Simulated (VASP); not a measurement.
# Al (P6_3/mmc) in VASP: further runs

Runs on Al. Level: LDA. Tasks: single point.

Everything below comes from runs of VASP 6.6.1. Logs are shortened: lines on timing, memory, paths and dates and some standing lists are left out, and cuts for length are marked.

**1. The cell of the first run**

Symmetry: P6_3/mmc, No. 194, hexagonal system. The conventional cell has a = 2.718 Å, b = 2.718 Å, c = 4.920 Å, α = 90.00°, β = 90.00°, γ = 120.00°. Al (site symmetry -6m2) has 12 Al at 2.72 to 2.92 Å within 3.6 Å.

**2. Single point, LDA**

File INCAR:

```
SYSTEM = Al
ALGO = Normal ; EDIFF = 1E-6
ENCUT = 520 ; GGA = CA
ISIF = 2 ; ISMEAR = 0
LASPH = .TRUE. ; LCHARG = .TRUE.
LELF = .TRUE. ; LREAL = .FALSE.
LVHAR = .TRUE. ; LWAVE = .FALSE.
NBANDS = 10 ; NELM = 80
PREC = Accurate ; SIGMA = 0.15
```

File KPOINTS:

```
k-points
0
G
  18 18 10
  0 0 0
```

File POSCAR:

```
Al
1.0
    2.7184000000      0.0000000000      0.0000000000
   -1.3592000000      2.3542034577      0.0000000000
    0.0000000000      0.0000000000      4.9205000000
Al
2
Direct
    0.6666666667      0.3333333333      0.7500000000
    0.3333333333      0.6666666667      0.2500000000
```

Potentials or basis: VASP PAW LDA potentials, release 64 (Al).

Started as:

```console
$ cat potpaw_LDA.64/Al/POTCAR > POTCAR
$ mpirun -np 1 vasp_std > vasp.out
```

OUTCAR:

```text
SYSTEM = Al
   EDIFF = 1E-6
   ENCUT = 520
   GGA = CA
   ISIF = 2
   ISMEAR = 0
   LASPH = .TRUE.
   LREAL = .FALSE.
   NELM = 80
   PREC = Accurate

 ion  position               nearest neighbor table
   1  0.667  0.333  0.750-   2 2.92   2 2.92   2 2.92   2 2.92   2 2.92   2 2.92
   2  0.333  0.667  0.250-   1 2.92   1 2.92   1 2.92   1 2.92   1 2.92   1 2.92

  LATTYP: Found a hexagonal cell.
 ALAT       =     2.7184000000
 C/A-ratio  =     1.8100721012

  Lattice vectors:

 A1 = (   2.7184000000,   0.0000000000,   0.0000000000)
 A2 = (  -1.3592000000,   2.3542034577,   0.0000000000)
 A3 = (   0.0000000000,   0.0000000000,   4.9205000000)

Analysis of symmetry for initial positions (statically):
=====================================================================
 Subroutine PRICEL returns:
 Original cell was already a primitive cell.

 Routine SETGRP: Setting up the symmetry group for a
 hexagonal supercell.

 Subroutine GETGRP returns: Found 24 space group operations
 (whereof 12 operations were pure point group operations)
 out of a pool of 24 trial point group operations.

The static configuration has the point symmetry D_3d.
 The point group associated with its full space group is D_6h.

Analysis of symmetry for dynamics (positions and initial velocities):
=====================================================================
 Subroutine PRICEL returns:
 Original cell was already a primitive cell.

 Routine SETGRP: Setting up the symmetry group for a
 hexagonal supercell.

 Subroutine GETGRP returns: Found 24 space group operations
 (whereof 12 operations were pure point group operations)
 out of a pool of 24 trial point group operations.

The dynamic configuration has the point symmetry D_3d.
 The point group associated with its full space group is D_6h.

 Subroutine INISYM returns: Found 24 space group operations
 (whereof 12 operations are pure point group operations),
 and found     1 'primitive' translations

----------------------------------------------------------------------------------------

                                     Primitive cell

  volume of cell :      31.4896

  direct lattice vectors                    reciprocal lattice vectors
     2.718400000  0.000000000  0.000000000     0.367863449  0.212386061  0.000000000
    -1.359200000  2.354203458  0.000000000     0.000000000  0.424772123  0.000000000
     0.000000000  0.000000000  4.920500000     0.000000000  0.000000000  0.203231379

  length of vectors
     2.718400000  2.718400000  4.920500000     0.424772123  0.424772123  0.203231379

  position of ions in fractional coordinates (direct lattice)
     0.666666667  0.333333333  0.750000000
     0.333333333  0.666666667  0.250000000

  ion indices of the primitive-cell ions
   primitive index   ion index
                 1           1
                 2           2

----------------------------------------------------------------------------------------

 KPOINTS: k-points

Automatic generation of k-mesh.
 Grid dimensions read from file:
 generate k-points for:   18   18   10

 Generating k-lattice:

  Cartesian coordinates                     Fractional coordinates (reciprocal lattice)
     0.020436858  0.011799226  0.000000000     0.055555556  0.000000000  0.000000000
     0.000000000  0.023598451  0.000000000     0.000000000  0.055555556  0.000000000
     0.000000000  0.000000000  0.020323138     0.000000000  0.000000000  0.100000000

  Length of vectors
     0.023598451  0.023598451  0.020323138

  Shift w.r.t. Gamma in fractional coordinates (k-lattice)
     0.000000000  0.000000000  0.000000000

 Subroutine IBZKPT returns following result:
 ===========================================

 Found    222 irreducible k-points:

 Following reciprocal coordinates:
            Coordinates               Weight
  0.000000  0.000000  0.000000      1.000000
  0.055556  0.000000  0.000000      6.000000
  0.111111  0.000000  0.000000      6.000000
  0.166667  0.000000  0.000000      6.000000
  0.222222  0.000000  0.000000      6.000000
  0.277778 -0.000000  0.000000      6.000000
[... 16 lines left out ...]
  0.333333  0.111111  0.000000     12.000000
  0.388889  0.111111  0.000000     12.000000
 [... further k-points ...]
   k-points           NKPTS =    222   k-points in BZ     NKDIM =    222   number of bands    NBANDS=     10
   number of dos      NEDOS =    301   number of ions     NIONS =      2
   total plane-waves  NPLWV =  16000
   dimension x,y,z NGX =    20 NGY =   20 NGZ =   40
   dimension x,y,z NGXF=    40 NGYF=   40 NGZF=   80
   ions per type =               2
   NGX,Y,Z   is equivalent  to a cutoff of  12.23, 12.23, 13.51 a.u.
   NGXF,Y,Z  is equivalent  to a cutoff of  24.46, 24.46, 27.03 a.u.
 SYSTEM =  Al
   PREC   = accura    normal or accurate (medium, high low for compatibility)
   ISTART =      0    job   : 0-new  1-cont  2-samecut
   ICHARG =      2    charge: 1-file 2-atom 10-const
   ISPIN  =      1    spin polarized calculation?
   LNONCOLLINEAR =      F non collinear calculations
   LSORBIT =      F    spin-orbit coupling
   LASPH  =      T    aspherical Exc in radial PAW
   ENCUT  =  520.0 eV  38.22 Ry    6.18 a.u.   5.05  5.05  9.15*2*pi/ulx,y,z
   NELM   =     80;   NELMIN=  2; NELMDL= -5     # of ELM steps
   EDIFF  = 0.1E-05   stopping-criterion for ELM
   LREAL  =      F    real-space projection
   EDIFFG = 0.1E-04   stopping-criterion for IOM
   NSW    =      0    number of steps for IOM
   IBRION =     -1    ionic relax: 0-MD 1-quasi-New 2-CG
   NFREE  =      0    steps in history (QN), initial steepest desc. (CG)
   ISIF   =      2    stress and relaxation
   ISYM   =      2    0-nonsym 1-usesym 2-fastsym
   POTIM  = 0.5000    time-step for ionic-motion
   TEBEG  =    0.0;   TEEND  =   0.0 temperature during run
   PSTRESS=    0.0 pullay stress
   NELECT =       6.0000    total number of electrons
   NUPDOWN=      -1.0000    fix difference up-down
   EMIN   =  10.00;   EMAX   =-10.00  energy-range for DOS
   EFERMI =   0.00;   METHOD = LEGACY
   ISMEAR =     0;   SIGMA  =   0.15  broadening in eV -4-tet -1-fermi 0-gaus
   EFERMI_NEDOS =   21; number of points for ismear=-14 and -15
   IALGO  =     38    algorithm
   IMIX   =      4    mixing-type and parameters
     AMIX     =   0.40;   BMIX     =  1.00
     AMIX_MAG =   1.60;   BMIX_MAG =  1.00
  volume/ion in A,a.u.               =      15.74       106.25
  Fermi-wavevector in a.u.,A,eV,Ry     =   0.942041  1.780199 12.074366  0.887441
  Thomas-Fermi vector in A             =   2.069611
   LORBIT       =      0    0 simple, 1 ext, 2 COOP (PROOUT), +10 PAW based schemes
   GGA     = CA    functional components
   LHFCALC =     F    Hartree Fock is set to
   AEXX    =    0.0000 exact exchange contribution
   IVDW    =     0    specifies the selected vdW correction
   LEPSILON=     F    determine dielectric tensor
   LRPA    =     F    only Hartree local field effects (RPA)
 non-spin polarized calculation
 Gauss-broadening in eV      SIGMA  =   0.15
  energy-cutoff  :      520.00
  volume of cell :       31.49
 maximum number of plane-waves:       870
   NGX = 11   NGY = 11   NGZ = 19

 number of electron       6.0000000 magnetization

 Free energy of the ion-electron system (eV)
  ---------------------------------------------------
  ext. energy  EPLUGINS =         0.00000000
  ---------------------------------------------------
  free energy    TOTEN  =        -8.27966176 eV

  energy without entropy =       -8.27117574  energy(sigma->0) =       -8.27541875

 E-fermi :   8.2495     XC(G=0): -10.5126

 val. band max:        8.2164543209   @ k =   0.3889   0.1667   0.2000
 cond. band min:       8.2647060237   @ k =   0.2778   0.2222   0.4000
 fundamental gap:      0.0482517028
 Fermi energy:         8.2494652048

 k-point     1 :       0.0000    0.0000    0.0000
  band No.  band energies     occupation
      1      -3.1515      2.00000
      2       2.5727      2.00000
      3       3.0554      2.00000
      4      18.7726      0.00000
      5      19.6931      0.00000
      6      20.8093      0.00000
      7      20.8093      0.00000
      8      20.8599      0.00000
      9      20.8599      0.00000
     10      24.1553      0.00000

 k-point     2 :       0.0556    0.0000    0.0000
  band No.  band energies     occupation
      1      -3.0693      2.00000
      2       2.6531      2.00000
      3       3.1321      2.00000
      4      18.4590      0.00000
      5      19.3451      0.00000
      6      19.6873      0.00000
      7      19.7532      0.00000
      8      21.1066      0.00000
      9      22.0683      0.00000
     10      23.6617      0.00000

 k-point     3 :       0.1111    0.0000    0.0000
  band No.  band energies     occupation
      1      -2.8231      2.00000
      2       2.8937      2.00000
      3       3.3622      2.00000
      4      16.5845      0.00000
      5      18.6684      0.00000
      6      18.9464      0.00000
      7      19.9236      0.00000
      8      20.1556      0.00000
      9      22.3605      0.00000
     10      22.6409      0.00000

 k-point     4 :       0.1667    0.0000    0.0000
  band No.  band energies     occupation
      1      -2.4137      2.00000
      2       3.2915      2.00000
      3       3.7457      2.00000
      4      14.3979      0.00000
      5      17.7845      0.00000
      6      18.4055      0.00000
      7      19.0145      0.00000
      8      19.9346      0.00000
      9      20.6613      0.00000
     10      21.5090      0.00000

 k-point     5 :       0.2222    0.0000    0.0000
  band No.  band energies     occupation
      1      -1.8429      2.00000
      2       3.8413      2.00000
      3       4.2827      2.00000
      4      12.2757      0.00000
      5      16.8624      0.00000
      6      17.0373      0.00000
      7      18.0897      0.00000
      8      18.4700      0.00000
      9      20.7859      0.00000
     10      21.1952      0.00000

 k-point     6 :       0.2778   -0.0000    0.0000
  band No.  band energies     occupation
      1      -1.1129      2.00000
      2       4.5317      2.00000
      3       4.9731      2.00000
      4      10.2729      0.00000
      5      15.1603      0.00000
      6      16.0679      0.00000
      7      16.4268      0.00000
      8      17.9460      0.00000
      9      21.0616      0.00000
     10      21.1797      0.00000
[... 183 lines left out ...]
 k-point    21 :       0.2222    0.1111    0.0000
  band No.  band energies     occupation
      1      -0.8705      2.00000
      2       4.7599      2.00000
      3       5.2032      2.00000
      4      10.4808      0.00000
      5      13.0583      0.00000
      6      15.8781      0.00000
      7      16.2427      0.00000
      8      18.2889      0.00000
      9      19.2160      0.00000
     10      20.8452      0.00000

 k-point    22 :       0.2778    0.1111    0.0000
  band No.  band energies     occupation
      1       0.0140      2.00000
      2       5.5459      2.00000
      3       6.0464      2.00000
      4       8.6541      0.00014
      5      12.3681      0.00000
      6      14.3465      0.00000
      7      14.3727      0.00000
      8      17.8948      0.00000
      9      18.6419      0.00000
     10      20.6168      0.00000

 k-point    23 :       0.3333    0.1111    0.0000
  band No.  band energies     occupation
      1       1.0506      2.00000
      2       6.0611      2.00000
      3       7.0398      2.00000
      4       7.3610      2.00000
      5      11.5310      0.00000
      6      12.6290      0.00000
      7      13.2134      0.00000
      8      17.5970      0.00000
      9      18.2396      0.00000
     10      20.3814      0.00000

 k-point    24 :       0.3889    0.1111    0.0000
  band No.  band energies     occupation
      1       2.2336      2.00000
      2       4.9685      2.00000
      3       7.9219      1.99799
      4       8.1713      1.53865
      5      10.4044      0.00000
      6      11.0429      0.00000
      7      12.6578      0.00000
      8      17.4130      0.00000
      9      17.9999      0.00000
     10      20.2196      0.00000

 [... further k-points ...]

------------------------ aborting loop because EDIFF is reached ----------------------------------------

  FORCE on cell =-STRESS in cart. coord.  units (eV):
  Direction    XX          YY          ZZ          XY          YZ          ZX
  --------------------------------------------------------------------------------------
  -------------------------------------------------------------------------------------
  Total        0.9125982      0.9125982     -0.5369586      0.0000000      0.0000000      0.0000000
  in kB       46.4326617     46.4326617    -27.3202565      0.0000000      0.0000000      0.0000000
  external PRESSURE =      21.8483556 kB  Pullay stress =       0.0000000 kB

 VOLUME and BASIS-vectors are now :
 -----------------------------------------------------------------------------
  energy-cutoff  :      520.00
  volume of cell :       31.49
      direct lattice vectors                 reciprocal lattice vectors
     2.718400000  0.000000000  0.000000000     0.367863449  0.212386061  0.000000000
    -1.359200000  2.354203458  0.000000000     0.000000000  0.424772123  0.000000000
     0.000000000  0.000000000  4.920500000     0.000000000  0.000000000  0.203231379

 POSITION                                       TOTAL-FORCE (eV/Angst)
 -----------------------------------------------------------------------------------
      1.35920      0.78473      3.69037         0.000000      0.000000      0.000000
     -0.00000      1.56947      1.23012        -0.000000     -0.000000      0.000000
 -----------------------------------------------------------------------------------
    total drift:                                0.000000     -0.000000     -0.000000

  FREE ENERGIE OF THE ION-ELECTRON SYSTEM (eV)
  ---------------------------------------------------
  free  energy   TOTEN  =        -8.2796617597 eV

  energy  without entropy=       -8.2711757356  energy(sigma->0) =       -8.27541875
```

Wall time 31 s (1 thread of Intel Xeon 6975P-C, shared host); peak memory 0.17 GiB.

What came out:

| Item | Value |
| --- | --- |
| Free energy | -8.2797 eV |
| Pressure | 2.2 GPa |
| Band gap on the k mesh | zero (band 3 reaches 11.62 eV, above the bottom of band 4 at 5.25 eV) |

**3. Single point, LDA**

This run uses another cell than the first one, of 15.83 Å³/atom, 1.005 times its volume.

File INCAR:

```
SYSTEM = Al
  PREC = Accurate
  ENCUT = 520
  EDIFF = 1E-7
  ISMEAR = 0
  SIGMA = 0.15
  LREAL = .False.
  LASPH = .True.
  NELM = 80
  ALGO = Normal
  ISIF = 2
  LWAVE = .False.
  LCHARG = .False.
  GGA = CA
  NBANDS = 10
```

File KPOINTS:

```
Automatic mesh
0
Gamma
  18 18 10
  0 0 0
```

File POSCAR:

```
Al
1.0
    2.8655000000      0.0000000000      0.0000000000
   -1.4327500000      2.4815957946      0.0000000000
    0.0000000000      0.0000000000      4.4519000000
Al
2
Direct
    0.6666666667      0.3333333333      0.7500000000
    0.3333333333      0.6666666667      0.2500000000
```

Potentials or basis: VASP PAW LDA potentials, release 64 (Al).

Started as:

```console
$ cat potpaw_LDA.64/Al/POTCAR > POTCAR
$ mpirun -np 1 vasp_std > vasp.out
```

Wall time 36 s (1 thread of Intel Xeon 6975P-C, shared host); peak memory 0.17 GiB.

It converged, with:

```yaml
Free_energy: -8.3014 eV
Pressure: 0.9 GPa
Band_gap_on_the_k_mesh: zero (band 3 reaches 13.20 eV, above the bottom of band 4 at 4.87 eV)
```

Stress tensor (GPa, compression positive):
```
-0.58  0.00  0.00
 0.00 -0.58  0.00
 0.00  0.00  3.83
```

Levels at points of the mesh, in eV from the Fermi level:
| k point | band 1 | band 2 | band 3 | band 4 | band 5 | band 6 | band 7 |
| --- | --- | --- | --- | --- | --- | --- | --- |
| (0.00, 0.00, 0.00) | -11.39 | -4.41 | -3.82 | 9.97 | 9.97 | 10.53 | 10.53 |
| (0.50, 0.00, 0.00) | -5.66 | -5.39 | 0.66 | 1.61 | 1.67 | 2.18 | 5.13 |
| (0.00, 0.00, 0.50) | -9.54 | -9.54 | 4.50 | 4.50 | 11.37 | 11.37 | 11.37 |
| (0.50, 0.00, 0.50) | -4.09 | -4.09 | -3.35 | -3.35 | 6.71 | 6.71 | 7.69 |

**4. Single point, LDA**

This run uses another cell than the first one, of the same volume but with other edges.

File INCAR:

```
PREC     = Accurate       # precision mode
ENCUT    = 520            # plane-wave cutoff, eV
EDIFF    = 1E-7           # SCF threshold, eV
ISMEAR   = 0              # smearing method
SIGMA    = 0.15           # smearing width, eV
LREAL    = F              # projectors in reciprocal space
LASPH    = T              # aspherical terms in the spheres
NELM     = 100            # most SCF steps
ALGO     = Fast           # electronic algorithm
ISIF     = 2              # what is computed and relaxed
LWAVE    = F              # write WAVECAR
LCHARG   = F              # write CHGCAR
NBANDS   = 10             # bands
```

File KPOINTS:

```
Automatic mesh
0
Gamma
  18 18 10
```

File POSCAR:

```
Al
1.0
    2.8235000000      0.0000000000      0.0000000000
   -1.4117500000      2.4452227276      0.0000000000
    0.0000000000      0.0000000000      4.5691000000
Al
2
Direct
    0.6666666667      0.3333333333      0.7500000000
    0.3333333333      0.6666666667      0.2500000000
```

Started as:

```console
$ cat potpaw_LDA.64/Al/POTCAR > POTCAR
$ mpirun -np 1 vasp_std > vasp.out
```

Run time: 46 s. Hardware: 1 thread of Intel Xeon 6975P-C, shared host; peak memory 0.17 GiB.

It converged, with:

```yaml
Free_energy: -8.3145 eV
Pressure: 0.9 GPa
Band_gap_on_the_k_mesh: zero (band 3 reaches 12.61 eV, above the bottom of band 4 at 4.97 eV)
```

Stress tensor (GPa, compression positive):
```
0.72 0.00 0.00
0.00 0.72 0.00
0.00 0.00 1.40
```

Levels at points of the mesh, in eV from the Fermi level:
```tsv
k point	band 1	band 2	band 3	band 4	band 5	band 6
(0.00, 0.00, 0.00)	-11.42	-4.68	-4.35	10.67	10.67	11.06
(0.50, 0.00, 0.00)	-5.49	-5.30	0.61	1.27	1.50	1.89
(0.00, 0.00, 0.50)	-9.66	-9.66	3.69	3.69	11.91	11.91
(0.50, 0.00, 0.50)	-4.05	-4.05	-3.30	-3.30	7.12	7.12
```

**5. Summary**

| cell | gap on the mesh (eV) | pressure (GPa) |
| --- | --- | --- |
| a = 2.718, b = 2.718, c = 4.920 Å, angles 90.0, 90.0, 120.0°, 2 atoms | none | 2.2 |
| a = 2.865, b = 2.866, c = 4.452 Å, angles 90.0, 90.0, 120.0°, 2 atoms | none | 0.9 |
| a = 2.824, b = 2.824, c = 4.569 Å, angles 90.0, 90.0, 120.0°, 2 atoms | none | 0.9 |

Alike in all rows: task single point; level LDA; potentials or basis VASP PAW LDA potentials, release 64 (Al); no spin polarisation; k mesh 18 × 18 × 10; cutoff (eV) 520; smearing gaussian 0.15 eV.

Total energies depend on the potentials used, so only differences within one code and one set of settings carry meaning.
